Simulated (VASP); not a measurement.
Write the native input for VASP 6.6.1 that does the following.

* Task: single point
* Functional: PBE
* Potentials or basis: VASP PAW PBE potentials, release 64 (Cd, S)
* Cutoff: 520 eV
* k mesh: 12 × 12 × 6
* Occupations: gaussian, width 0.1 eV
* Spin: no spin polarisation
* Dipole correction: no
* Further INCAR settings: ALGO = Normal; EDIFF = 1e-07; NBANDS = 26

The structure of CdS4 lies in POSCAR:

```
CdS4
1.0
    3.6517383008      0.0000000000      0.0000000000
   -1.8258691504      3.1624981364      0.0000000000
    0.0000000000      0.0000000000      8.3784597623
Cd S
1 4
Direct
    0.0000000000      0.0000000000      0.0000000000
    0.3333333333      0.6666666667      0.8067666158
    0.3333333333      0.6666666667      0.4136625576
    0.6666666667      0.3333333333      0.1932333842
    0.6666666667      0.3333333333      0.5863374424
```

The cell was built from a structure type or drawn by symmetry, and may not be a known phase.

The input as run:

INCAR

```
PREC = Accurate
ENCUT = 520
EDIFF = 1E-7
ISMEAR = 0
SIGMA = 0.1
LREAL = F
LASPH = T
NELM = 80
ALGO = Normal
ISIF = 2
LWAVE = F
LCHARG = F
GGA = PE
NBANDS = 26
```

KPOINTS

```
regular mesh
0
Gamma
  12 12 6
```

Potentials or basis: VASP PAW PBE potentials, release 64 (Cd, S).

Command:

```bash
$ cat potpaw_PBE.64/Cd/POTCAR potpaw_PBE.64/S/POTCAR > POTCAR
$ mpirun -np 1 vasp_std > vasp.out
```

Results of the run:

* Pressure: 0.1 GPa
* Largest force: 0.047 eV/Å
* Band gap on the k mesh: zero (bands 18 and 19 overlap by 0.36 eV)

Caveat: semilocal functionals underestimate gaps, so a narrow gap can read as zero.

It took 2.2 min on 1 thread of Intel(R) Xeon(R) 6975P-C (Granite Rapids), on a shared host, peak memory 0.36 GiB.
